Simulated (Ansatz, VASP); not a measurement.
## GaP in VASP and in Ansatz

```xyz
2
Lattice="0.0000 2.7533 2.7533 2.7533 0.0000 2.7533 2.7533 2.7533 0.0000" Properties=species:S:1:pos:R:3 pbc="T T T"
Ga    0.0000    0.0000    0.0000
P     1.3767    1.3767    1.3767
```

Alike in both runs: functional PBE; k mesh 10 × 10 × 10; occupations gaussian, width 0.02 eV; no spin polarisation.

Ansatz relaxed the structure, and its values are those at the end. VASP's run is a single point on that final structure, the one shown.

```csv
,VASP,Ansatz
version,VASP 6.6.1,Ansatz 0.2.0
potentials or method,"VASP PAW PBE potentials, release 64 (Ga_d, P), cutoff 500 eV","scalar-relativistic, plane waves, PAW"
valence electrons in the cell,18,18
```

|  | VASP | Ansatz | Ansatz less VASP |
| --- | --- | --- | --- |
| gap on the k mesh at the Fermi level (eV) | 1.57 | 1.58 | +0.004 |
| least direct gap on the mesh (eV) | 1.57 | 1.58 | +0.004 |
| pressure (GPa) | -0.1 | 0.0 | +0.10 |
